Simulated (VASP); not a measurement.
Set up this calculation in VASP 6.6.1, as the native input.

| Quantity | Value |
| --- | --- |
| Task | single point |
| Functional | PBE |
| Potentials or basis | VASP PAW PBE potentials, release 64 (Na_pv, Sc_sv, Ag) |
| Cutoff | 520 eV |
| k mesh | 4 × 4 × 4 |
| Occupations | gaussian, width 0.1 eV |
| Spin | no spin polarisation |
| Dipole correction | no |
| Further INCAR settings | ALGO = Fast; EDIFF = 1e-06; NBANDS = 30 |

The structure of Na3ScAg lies in POSCAR:

```
Na3ScAg
1.0
    5.4626870992      0.0000000000      0.0000000000
    0.0000000000      5.4626870992      0.0000000000
    0.0000000000      0.0000000000      5.4626870992
Na Sc Ag
3 1 1
Direct
    0.0000000000      0.5000000000      0.5000000000
    0.5000000000      0.0000000000      0.5000000000
    0.5000000000      0.5000000000      0.0000000000
    0.0000000000      0.0000000000      0.0000000000
    0.5000000000      0.5000000000      0.5000000000
```

The cell was generated, and may not be a known phase.

One way to write it, as run:

INCAR

```
SYSTEM = Na3ScAg
PREC = Accurate
ENCUT = 520
EDIFF = 1E-6
ISMEAR = 0
SIGMA = 0.1
LREAL = .False.
LASPH = .True.
NELM = 60
ALGO = Fast
ISIF = 2
LWAVE = .False.
LCHARG = .False.
GGA = PE
NBANDS = 30
```

KPOINTS

```
Automatic mesh
0
Gamma
  4 4 4
  0 0 0
```

Potentials or basis: VASP PAW PBE potentials, release 64 (Na_pv, Sc_sv, Ag).

Launch:

```bash
$ cat potpaw_PBE.64/Na_pv/POTCAR potpaw_PBE.64/Sc_sv/POTCAR potpaw_PBE.64/Ag/POTCAR > POTCAR
$ mpirun -np 1 vasp_std > vasp.out
```

It gave:

The pressure is 0.3 GPa and the band gap on the k mesh is zero (an odd number of electrons rules out a gap without spin polarisation).

Wall time 64 s on 1 thread of AMD EPYC 7R13 Processor (Zen 3) (shared host), peak memory 0.25 GiB.
